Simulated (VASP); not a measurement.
Ni: single point with PBE+D4

Ni:

```
Ni
1.0
     0.00000    1.74121    1.74121
     1.74121    0.00000    1.74121
     1.74121    1.74121    0.00000
Ni
1
Cartesian
  0.0000 0.0000 0.0000
```

| Item | Value |
| --- | --- |
| Program | VASP 6.6.1 |
| Task | single point |
| Functional | PBE |
| Dispersion | D4 |
| Potentials or basis | VASP PAW PBE potentials, release 64 (Ni) |
| Cutoff | 520 eV |
| k mesh | 13 × 13 × 13 |
| Occupations | fermi-dirac, width 0.05 eV |
| Spin | collinear spin, ferromagnetic start |
| Starting moments | [1.0] μB |
| Dipole correction | no |
| Further INCAR settings | ALGO = Normal; EDIFF = 1e-07; NBANDS = 15 |

- Pressure: -0.1 GPa
- Net moment: 0.62 μB per cell
- Site moments: Ni +0.63 μB
- Valence electrons inside the program's atomic spheres: Ni 9.37
- Dispersion energy per atom: -0.468 eV

Levels at points of the mesh, in eV from the Fermi level:
Spin up:
```tsv
k point	band 1	band 2	band 3	band 4	band 5	band 6	band 7	band 8	band 9	band 10
(0.00, 0.00, 0.00)	-9.23	-2.51	-2.51	-2.51	-1.29	-1.29	23.97	28.07	28.07	28.07
```
Spin down:
```
           k point  band 3  band 4  band 5  band 6  band 7  band 8
(0.00, 0.00, 0.00)   -1.76   -1.76   -0.70   -0.70   23.82   28.05
```

It took 44 s on 1 thread of AMD EPYC 7R43 64-Core Processor (Zen 3), on a shared host, peak memory 0.1 GiB.

Caveat: pairwise dispersion overbinds metals, which lowers pressure and volume.
